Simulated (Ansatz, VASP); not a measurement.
One calculation of LiCl, two programs

INCAR

```
SYSTEM = LiCl
PREC = Accurate
ENCUT = 520
EDIFF = 1E-7
ISMEAR = 0
SIGMA = 0.019000000000000003
LREAL = .False.
LASPH = .True.
NELM = 80
ALGO = Normal
ISIF = 2
LWAVE = .False.
LCHARG = .True.
GGA = PE
LELF = .True.
LVHAR = .True.
NBANDS = 12
```

The input KPOINTS:

```
Automatic mesh
0
Gamma
  9 9 9
  0 0 0
```

File POSCAR:

```
LiCl
1.0
    0.0000000000      2.5647700000      2.5647700000
    2.5647700000      0.0000000000      2.5647700000
    2.5647700000      2.5647700000      0.0000000000
Cl Li
1 1
Direct
    0.5000000000      0.5000000000      0.5000000000
    0.0000000000      0.0000000000      0.0000000000
```

File input.yaml:

```yaml
crystal:
  lattice:
    - [0.0, 2.56477, 2.56477]
    - [2.56477, 0.0, 2.56477]
    - [2.56477, 2.56477, 0.0]
  atoms:
    - { symbol: Cl, position: [0.5, 0.5, 0.5] }
    - { symbol: Li, position: [0.0, 0.0, 0.0] }
kpoints:
  mp_grid: { grid: [9, 9, 9] }
scf:
  occupations: { method: gaussian, width: 0.019 }
hamiltonian:
  xc: pbe
  pseudopotentials: { kind: all_electron, lapw: { basis_error: 0.001 } }
output:
  forces: true
  stress: true
  eigenvalues: true
```

Alike in both runs: task single point; functional PBE; k mesh 9 × 9 × 9; occupations gaussian, width 0.019 eV; no spin polarisation.

|  | VASP | Ansatz |
| --- | --- | --- |
| version | VASP 6.6.1 | Ansatz 0.2.0 |
| potentials or method | VASP PAW PBE potentials, release 64 (Cl, Li_sv), cutoff 520 eV | all-electron LAPW, scalar-relativistic |

Ansatz gave:

| Quantity | Value |
| --- | --- |
| gap on the k mesh at the Fermi level (eV) | 6.33 |
| least direct gap on the mesh (eV) | 6.33 |

**Question.** What did VASP give for the same quantities?

**Answer.** gap on the k mesh at the Fermi level (eV): 6.34; least direct gap on the mesh (eV): 6.34.

Ansatz ran all-electron here, and VASP with PAW potentials.

Noted on VASP's run: the cutoff is short for stress, so the pressure is rough.
